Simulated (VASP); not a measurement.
# Mg (Fm-3m) in VASP: further runs

The runs below take Mg through single point, relaxation of cell and atoms, with LDA.

All numbers are computed with VASP 6.6.1; they aren't measurements. Logs are shortened: lines on timing, memory, paths and dates and some standing lists are left out, and cuts for length are marked.

**1. The cell of the first run**

Symmetry: Fm-3m, No. 225, cubic system. The conventional cell has a = 4.433 Å, b = 4.433 Å, c = 4.433 Å, α = 90.00°, β = 90.00°, γ = 90.00°. Within 4.1 Å of Mg (site symmetry m-3m) lie 12 Mg at 3.13 Å.

This isn't the form of Mg at room conditions, which is hcp.

**2. Single point, LDA**

The input, INCAR:

```
PREC = Accurate
ENCUT = 520
EDIFF = 1E-6
ISMEAR = 0
SIGMA = 0.05
LREAL = F
LASPH = T
NELM = 60
ALGO = Normal
ISIF = 2
LWAVE = F
LCHARG = F
NBANDS = 7
```

The input, KPOINTS:

```
regular mesh
0
Gamma
  10 10 10
```

The input, POSCAR:

```
Mg
1.0
    0.0000000000      2.2164379153      2.2164379153
    2.2164379153      0.0000000000      2.2164379153
    2.2164379153      2.2164379153      0.0000000000
Mg
1
Direct
    0.0000000000      0.0000000000      0.0000000000
```

Potentials or basis: VASP PAW LDA potentials, release 64 (Mg).

On the command line:

```
$ cat potpaw_LDA.64/Mg/POTCAR > POTCAR
$ mpirun -np 1 vasp_std > vasp.out
```

OUTCAR:

```text
PREC = Accurate
   ENCUT = 520
   EDIFF = 1E-6
   ISMEAR = 0
   LREAL = F
   LASPH = T
   NELM = 60
   ISIF = 2

 ion  position               nearest neighbor table
   1  0.000  0.000  0.000-

  LATTYP: Found a face centered cubic cell.
 ALAT       =     4.4328758306

  Lattice vectors:

 A1 = (   0.0000000000,   2.2164379153,   2.2164379153)
 A2 = (   2.2164379153,   0.0000000000,   2.2164379153)
 A3 = (   2.2164379153,   2.2164379153,   0.0000000000)

Analysis of symmetry for initial positions (statically):
=====================================================================
 Subroutine PRICEL returns:
 Original cell was already a primitive cell.

 Routine SETGRP: Setting up the symmetry group for a
 face centered cubic supercell.

 Subroutine GETGRP returns: Found 48 space group operations
 (whereof 48 operations were pure point group operations)
 out of a pool of 48 trial point group operations.

The static configuration has the point symmetry O_h .

Analysis of symmetry for dynamics (positions and initial velocities):
=====================================================================
 Subroutine PRICEL returns:
 Original cell was already a primitive cell.

 Routine SETGRP: Setting up the symmetry group for a
 face centered cubic supercell.

 Subroutine GETGRP returns: Found 48 space group operations
 (whereof 48 operations were pure point group operations)
 out of a pool of 48 trial point group operations.

The dynamic configuration has the point symmetry O_h .

 Subroutine INISYM returns: Found 48 space group operations
 (whereof 48 operations are pure point group operations),
 and found     1 'primitive' translations

----------------------------------------------------------------------------------------

                                     Primitive cell

  volume of cell :      21.7769

  direct lattice vectors                    reciprocal lattice vectors
     0.000000000  2.216437915  2.216437915    -0.225587189  0.225587189  0.225587189
     2.216437915  0.000000000  2.216437915     0.225587189 -0.225587189  0.225587189
     2.216437915  2.216437915  0.000000000     0.225587189  0.225587189 -0.225587189

  length of vectors
     3.134516560  3.134516560  3.134516560     0.390728474  0.390728474  0.390728474

  position of ions in fractional coordinates (direct lattice)
     0.000000000  0.000000000  0.000000000

  ion indices of the primitive-cell ions
   primitive index   ion index
                 1           1

----------------------------------------------------------------------------------------

 KPOINTS: regular mesh

Automatic generation of k-mesh.
 Grid dimensions read from file:
 generate k-points for:   10   10   10

 Generating k-lattice:

  Cartesian coordinates                     Fractional coordinates (reciprocal lattice)
    -0.022558719  0.022558719  0.022558719     0.100000000  0.000000000  0.000000000
     0.022558719 -0.022558719  0.022558719     0.000000000  0.100000000  0.000000000
     0.022558719  0.022558719 -0.022558719     0.000000000  0.000000000  0.100000000

  Length of vectors
     0.039072847  0.039072847  0.039072847

  Shift w.r.t. Gamma in fractional coordinates (k-lattice)
     0.000000000  0.000000000  0.000000000

 Subroutine IBZKPT returns following result:
 ===========================================

 Found     47 irreducible k-points:

 Following reciprocal coordinates:
            Coordinates               Weight
  0.000000  0.000000  0.000000      1.000000
  0.100000  0.000000  0.000000      8.000000
  0.200000  0.000000  0.000000      8.000000
  0.300000  0.000000  0.000000      8.000000
  0.400000  0.000000  0.000000      8.000000
  0.500000  0.000000  0.000000      4.000000
[... 16 lines left out ...]
  0.300000  0.300000  0.000000      6.000000
  0.400000  0.300000  0.000000     24.000000
 [... further k-points ...]
   k-points           NKPTS =     47   k-points in BZ     NKDIM =     47   number of bands    NBANDS=      7
   number of dos      NEDOS =    301   number of ions     NIONS =      1
   total plane-waves  NPLWV =  13824
   dimension x,y,z NGX =    24 NGY =   24 NGZ =   24
   dimension x,y,z NGXF=    48 NGYF=   48 NGZF=   48
   ions per type =               1
   NGX,Y,Z   is equivalent  to a cutoff of  12.73, 12.73, 12.73 a.u.
   NGXF,Y,Z  is equivalent  to a cutoff of  25.46, 25.46, 25.46 a.u.
 SYSTEM =  unknown system
   PREC   = accura    normal or accurate (medium, high low for compatibility)
   ISTART =      0    job   : 0-new  1-cont  2-samecut
   ICHARG =      2    charge: 1-file 2-atom 10-const
   ISPIN  =      1    spin polarized calculation?
   LNONCOLLINEAR =      F non collinear calculations
   LSORBIT =      F    spin-orbit coupling
   LASPH  =      T    aspherical Exc in radial PAW
   ENCUT  =  520.0 eV  38.22 Ry    6.18 a.u.   5.83  5.83  5.83*2*pi/ulx,y,z
   NELM   =     60;   NELMIN=  2; NELMDL= -5     # of ELM steps
   EDIFF  = 0.1E-05   stopping-criterion for ELM
   LREAL  =      F    real-space projection
   EDIFFG = 0.1E-04   stopping-criterion for IOM
   NSW    =      0    number of steps for IOM
   IBRION =     -1    ionic relax: 0-MD 1-quasi-New 2-CG
   NFREE  =      0    steps in history (QN), initial steepest desc. (CG)
   ISIF   =      2    stress and relaxation
   ISYM   =      2    0-nonsym 1-usesym 2-fastsym
   POTIM  = 0.5000    time-step for ionic-motion
   TEBEG  =    0.0;   TEEND  =   0.0 temperature during run
   PSTRESS=    0.0 pullay stress
   NELECT =       2.0000    total number of electrons
   NUPDOWN=      -1.0000    fix difference up-down
   EMIN   =  10.00;   EMAX   =-10.00  energy-range for DOS
   EFERMI =   0.00;   METHOD = LEGACY
   ISMEAR =     0;   SIGMA  =   0.05  broadening in eV -4-tet -1-fermi 0-gaus
   EFERMI_NEDOS =   21; number of points for ismear=-14 and -15
   IALGO  =     38    algorithm
   IMIX   =      4    mixing-type and parameters
     AMIX     =   0.40;   BMIX     =  1.00
     AMIX_MAG =   1.60;   BMIX_MAG =  1.00
  volume/ion in A,a.u.               =      21.78       146.96
  Fermi-wavevector in a.u.,A,eV,Ry     =   0.738617  1.395784  7.422726  0.545555
  Thomas-Fermi vector in A             =   1.832582
   LORBIT       =      0    0 simple, 1 ext, 2 COOP (PROOUT), +10 PAW based schemes
   GGA     = CA    functional components
   LHFCALC =     F    Hartree Fock is set to
   AEXX    =    0.0000 exact exchange contribution
   IVDW    =     0    specifies the selected vdW correction
   LEPSILON=     F    determine dielectric tensor
   LRPA    =     F    only Hartree local field effects (RPA)
 non-spin polarized calculation
 Gauss-broadening in eV      SIGMA  =   0.05
  energy-cutoff  :      520.00
  volume of cell :       21.78
 maximum number of plane-waves:       600
   NGX = 11   NGY = 11   NGZ = 11

 number of electron       2.0000000 magnetization

 Free energy of the ion-electron system (eV)
  ---------------------------------------------------
  ext. energy  EPLUGINS =         0.00000000
  ---------------------------------------------------
  free energy    TOTEN  =        -1.79778560 eV

  energy without entropy =       -1.79738439  energy(sigma->0) =       -1.79758500

 E-fermi :   2.8022     XC(G=0):  -8.8518

 val. band max:        2.7822283508   @ k =  -0.4000   0.5000   0.1000
 cond. band min:       2.9041982360   @ k =  -0.3000   0.4000   0.1000
 fundamental gap:      0.1219698851
 Fermi energy:         2.8022400010

 k-point     1 :       0.0000    0.0000    0.0000
  band No.  band energies     occupation
      1      -4.4012      2.00000
      2      15.3661      0.00000
      3      15.3661      0.00000
      4      15.3661      0.00000
      5      17.4533      0.00000
      6      17.4533      0.00000
      7      17.4533      0.00000

 k-point     2 :       0.1000    0.0000    0.0000
  band No.  band energies     occupation
      1      -4.1713      2.00000
      2      12.7259      0.00000
      3      14.9454      0.00000
      4      14.9454      0.00000
      5      17.3772      0.00000
      6      18.2557      0.00000
      7      18.2557      0.00000

 k-point     3 :       0.2000    0.0000    0.0000
  band No.  band energies     occupation
      1      -3.4851      2.00000
      2       9.3966      0.00000
      3      14.3945      0.00000
      4      14.3945      0.00000
      5      16.9027      0.00000
      6      18.3650      0.00000
      7      18.3650      0.00000

 k-point     4 :       0.3000    0.0000    0.0000
  band No.  band energies     occupation
      1      -2.3529      2.00000
      2       6.3190      0.00000
      3      14.1073      0.00000
      4      14.1073      0.00000
      5      16.6115      0.00000
      6      16.8288      0.00000
      7      16.8288      0.00000

 k-point     5 :       0.4000    0.0000    0.0000
  band No.  band energies     occupation
      1      -0.7924      2.00000
      2       3.5818      0.00000
      3      14.1234      0.00000
      4      14.1234      0.00000
      5      15.6931      0.00000
      6      15.6931      0.00000
      7      16.6259      0.00000
[... 161 lines left out ...]
 k-point    22 :      -0.2000    0.2000    0.0000
  band No.  band energies     occupation
      1      -1.9787      2.00000
      2       7.4534      0.00000
      3       8.8764      0.00000
      4      14.4970      0.00000
      5      16.0365      0.00000
      6      17.7363      0.00000
      7      19.2163      0.00000

 k-point    23 :       0.3000    0.3000    0.0000
  band No.  band energies     occupation
      1      -1.6805      2.00000
      2       9.7501      0.00000
      3      10.1546      0.00000
      4      10.8951      0.00000
      5      10.8951      0.00000
      6      14.0869      0.00000
      7      23.8552      0.00000

 k-point    24 :       0.4000    0.3000    0.0000
  band No.  band energies     occupation
      1      -0.5723      2.00000
      2       7.6752      0.00000
      3       8.2383      0.00000
      4      10.5831      0.00000
      5      11.4045      0.00000
      6      14.7715      0.00000
      7      23.3190      0.00000

 [... further k-points ...]

------------------------ aborting loop because EDIFF is reached ----------------------------------------

  FORCE on cell =-STRESS in cart. coord.  units (eV):
  Direction    XX          YY          ZZ          XY          YZ          ZX
  --------------------------------------------------------------------------------------
  -------------------------------------------------------------------------------------
  Total       -0.0473591     -0.0473591     -0.0473591     -0.0000000      0.0000000      0.0000000
  in kB       -3.4843157     -3.4843157     -3.4843157     -0.0000000      0.0000000      0.0000000
  external PRESSURE =      -3.4843157 kB  Pullay stress =       0.0000000 kB

 VOLUME and BASIS-vectors are now :
 -----------------------------------------------------------------------------
  energy-cutoff  :      520.00
  volume of cell :       21.78
      direct lattice vectors                 reciprocal lattice vectors
     0.000000000  2.216437915  2.216437915    -0.225587189  0.225587189  0.225587189
     2.216437915  0.000000000  2.216437915     0.225587189 -0.225587189  0.225587189
     2.216437915  2.216437915  0.000000000     0.225587189  0.225587189 -0.225587189

 POSITION                                       TOTAL-FORCE (eV/Angst)
 -----------------------------------------------------------------------------------
      0.00000      0.00000      0.00000         0.000000      0.000000      0.000000
 -----------------------------------------------------------------------------------
    total drift:                                0.000000     -0.000000     -0.000000

  FREE ENERGIE OF THE ION-ELECTRON SYSTEM (eV)
  ---------------------------------------------------
  free  energy   TOTEN  =        -1.7977856009 eV

  energy  without entropy=       -1.7973843915  energy(sigma->0) =       -1.79758500
```

It took 3.1 s on 1 thread of Intel Xeon Platinum 8259CL at 2.50GHz (Skylake/Cascade Lake), shared host; peak memory 0.12 GiB.

What came out:

- Free energy: -1.7978 eV
- Pressure: -0.3 GPa
- Band gap on the k mesh: zero (bands 1 and 2 overlap by 2.18 eV)

**3. Relaxation of cell and atoms, LDA**

The input, INCAR:

```
PREC = Accurate
ENCUT = 600
EDIFF = 1E-6
ISMEAR = 0
SIGMA = 0.05
LREAL = False
LASPH = True
NELM = 80
ALGO = Normal
ISIF = 3
LWAVE = False
LCHARG = False
IBRION = 2
NSW = 80
EDIFFG = -0.01
```

The input, KPOINTS:

```
Automatic mesh
0
Gamma
  10 10 10
```

POSCAR is that of step 2.

Potentials or basis: VASP PAW LDA potentials, release 64 (Mg).

On the command line:

```
$ cat potpaw_LDA.64/Mg/POTCAR > POTCAR
$ mpirun -np 1 vasp_std > vasp.out
```

OUTCAR:

```text
PREC = Accurate
   ENCUT = 600
   EDIFF = 1E-6
   ISMEAR = 0
   LREAL = False
   LASPH = True
   NELM = 80
   ISIF = 3
   IBRION = 2
   NSW = 80
   EDIFFG = -0.01

 ion  position               nearest neighbor table
   1  0.000  0.000  0.000-

  LATTYP: Found a face centered cubic cell.
 ALAT       =     4.4328758306

  Lattice vectors:

 A1 = (   0.0000000000,   2.2164379153,   2.2164379153)
 A2 = (   2.2164379153,   0.0000000000,   2.2164379153)
 A3 = (   2.2164379153,   2.2164379153,   0.0000000000)

Analysis of symmetry for initial positions (statically):
=====================================================================
 Subroutine PRICEL returns:
 Original cell was already a primitive cell.

 Routine SETGRP: Setting up the symmetry group for a
 face centered cubic supercell.

 Subroutine GETGRP returns: Found 48 space group operations
 (whereof 48 operations were pure point group operations)
 out of a pool of 48 trial point group operations.

The static configuration has the point symmetry O_h .

Analysis of symmetry for dynamics (positions and initial velocities):
=====================================================================
[... 165 lines left out ...]
  -------------------------------------------------------------------------------------
  Total       -0.0473268     -0.0473268     -0.0473268     -0.0000000     -0.0000000      0.0000000
  in kB       -3.4819359     -3.4819359     -3.4819359     -0.0000000     -0.0000000      0.0000000
  external PRESSURE =      -3.4819359 kB  Pullay stress =       0.0000000 kB
[... 57 lines left out ...]
--------------------------------------- Ionic step        3  -------------------------------------------

 number of electron       2.0000000 magnetization

 Free energy of the ion-electron system (eV)
  ---------------------------------------------------
  ext. energy  EPLUGINS =         0.00000000
  ---------------------------------------------------
  free energy    TOTEN  =        -1.79804681 eV

  energy without entropy =       -1.79763141  energy(sigma->0) =       -1.79783911

 E-fermi :   2.8490     XC(G=0):  -8.8804

 val. band max:        2.8279016146   @ k =  -0.4000   0.5000   0.1000
 cond. band min:       2.9493381829   @ k =  -0.3000   0.4000   0.1000
 fundamental gap:      0.1214365683
 Fermi energy:         2.8490216849

 k-point     1 :       0.0000    0.0000    0.0000
  band No.  band energies     occupation
      1      -4.3924      2.00000
      2      15.4679      0.00000
      3      15.4679      0.00000
      4      15.4679      0.00000
      5      17.6053      0.00000
[... 177 lines left out ...]
 k-point    24 :       0.4000    0.3000    0.0000
  band No.  band energies     occupation
      1      -0.5422      2.00000
      2       7.7414      0.00000
      3       8.3152      0.00000
      4      10.6802      0.00000
      5      11.5014      0.00000

 [... further k-points ...]

------------------------ aborting loop because EDIFF is reached ----------------------------------------

  FORCE on cell =-STRESS in cart. coord.  units (eV):
  Direction    XX          YY          ZZ          XY          YZ          ZX
  --------------------------------------------------------------------------------------
  -------------------------------------------------------------------------------------
  Total       -0.0001889     -0.0001889     -0.0001889      0.0000000     -0.0000000     -0.0000000
  in kB       -0.0140183     -0.0140183     -0.0140183      0.0000000     -0.0000000     -0.0000000
  external PRESSURE =      -0.0140183 kB  Pullay stress =       0.0000000 kB
[... 16 lines left out ...]
  FREE ENERGIE OF THE ION-ELECTRON SYSTEM (eV)
  ---------------------------------------------------
  free  energy   TOTEN  =        -1.7980468140 eV

  energy  without entropy=       -1.7976314063  energy(sigma->0) =       -1.79783911

 reached required accuracy - stopping structural energy minimisation
```

OSZICAR:

```text
N       E                     dE             d eps       ncg     rms          rms(c)
DAV:   1    -0.777070739194E+00   -0.77707E+00   -0.84101E+02   480   0.311E+02
DAV:   2    -0.180006018625E+01   -0.10230E+01   -0.10112E+01   575   0.180E+01
DAV:   3    -0.180830146146E+01   -0.82413E-02   -0.82413E-02   620   0.173E+00
DAV:   4    -0.180832616310E+01   -0.24702E-04   -0.24702E-04   585   0.793E-02
DAV:   5    -0.180832624695E+01   -0.83849E-07   -0.83826E-07   635   0.411E-03    0.636E-01
DAV:   6    -0.180240548419E+01    0.59208E-02   -0.44294E-04   555   0.128E-01    0.404E-01
DAV:   7    -0.179784302317E+01    0.45625E-02   -0.15330E-03   535   0.234E-01    0.211E-02
DAV:   8    -0.179784009156E+01    0.29316E-05   -0.11668E-05   630   0.228E-02    0.461E-03
DAV:   9    -0.179783979352E+01    0.29804E-06   -0.26236E-07   385   0.309E-03
   1 F= -.17978398E+01 E0= -.17976392E+01  d E =-.179784E+01
       N       E                     dE             d eps       ncg     rms          rms(c)
DAV:   1    -0.179804105335E+01   -0.20096E-03   -0.89140E-04   610   0.165E-01    0.939E-03
DAV:   2    -0.179803892953E+01    0.21238E-05   -0.24795E-06   495   0.141E-02    0.601E-03
DAV:   3    -0.179803726962E+01    0.16599E-05   -0.23099E-07   355   0.271E-03    0.290E-04
DAV:   4    -0.179803726346E+01    0.61570E-08   -0.45253E-09   285   0.501E-04
   2 F= -.17980373E+01 E0= -.17978311E+01  d E =-.197470E-03
       N       E                     dE             d eps       ncg     rms          rms(c)
DAV:   1    -0.179804697741E+01   -0.97078E-05   -0.66832E-05   610   0.453E-02    0.260E-03
DAV:   2    -0.179804681401E+01    0.16340E-06   -0.18810E-07   340   0.390E-03
   3 F= -.17980468E+01 E0= -.17978391E+01  d E =-.207020E-03
```

It took 8.3 s on 1 thread of Intel Xeon Platinum 8259CL at 2.50GHz (Skylake/Cascade Lake), shared host; peak memory 0.14 GiB.

Results:

```yaml
Free_energy: -1.7980 eV
Relaxed_volume: 21.59 Å³/atom
Relaxed_cell: a = 3.125 Å, b = 3.125 Å, c = 3.125 Å, α = 60.00°, β = 60.00°, γ = 60.00°
Space_group_after_relaxing_to_0.1_Å: Fm-3m (No. 225)
Energy_gained_by_relaxing: 0.2 meV/atom
Ionic_steps: 3
Pressure_after_relaxing: 0.0 GPa
Band_gap_on_the_k_mesh: zero (bands 1 and 2 overlap by 2.18 eV)
```

Step by step:
```csv
step,energy change (eV),largest force (eV/Å),pressure (GPa),volume (Å³)
1,0.0000,0.0000,-0.35,21.78
2,-0.0002,0.0000,-0.08,21.63
3,-0.0002,0.0000,0.00,21.59
```

Final structure:
```
Mg
1.0
     0.00000    2.20999    2.20999
     2.20999    0.00000    2.20999
     2.20999    2.20999    0.00000
Mg
1
Cartesian
  0.0000 0.0000 0.0000
```

The gap in the log of VASP goes by the Fermi energy; the results here count the filled bands.